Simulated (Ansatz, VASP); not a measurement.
# Si2W: VASP beside Ansatz

```
Si W
1.0
     4.56617    0.00000    0.00000
    -2.28308    3.95442    0.00000
     0.00000    0.00000    6.78806
Si W
6 3
Direct
  0.84886 0.69771 0.50000
  0.15114 0.84886 0.83333
  0.69771 0.84886 0.16667
  0.15114 0.30229 0.50000
  0.84886 0.15114 0.83333
  0.30229 0.15114 0.16667
  0.00000 0.50000 0.16667
  0.50000 0.50000 0.83333
  0.50000 0.00000 0.50000
```

Alike in both runs: task single point; functional PBE; k mesh 9 × 9 × 6; occupations gaussian, width 0.03 eV; no spin polarisation.

|  | VASP | Ansatz |
| --- | --- | --- |
| version | VASP 6.6.1 | Ansatz 0.2.0 |
| potentials or method | VASP PAW PBE potentials, release 64 (Si, W_sv), cutoff 520 eV | scalar-relativistic, plane waves, PAW |
| valence electrons in the cell | 66 | 66 |

```csv
,VASP,Ansatz,Ansatz less VASP
gap on the k mesh at the Fermi level (eV),none,none,-
pressure (GPa),1.4,1.4,0.00
"traceless stress, the component that is largest in VASP (GPa)",-7.23,-7.22,+0.015
rms of the force components (eV/Å),0.961,0.965,+0.0036
```

Atom by atom the forces differ by 0.004 eV/Å (rms over components). A gap of «none» marks a metal or a gap that the smearing closes.

Spin-orbit coupling is off throughout.
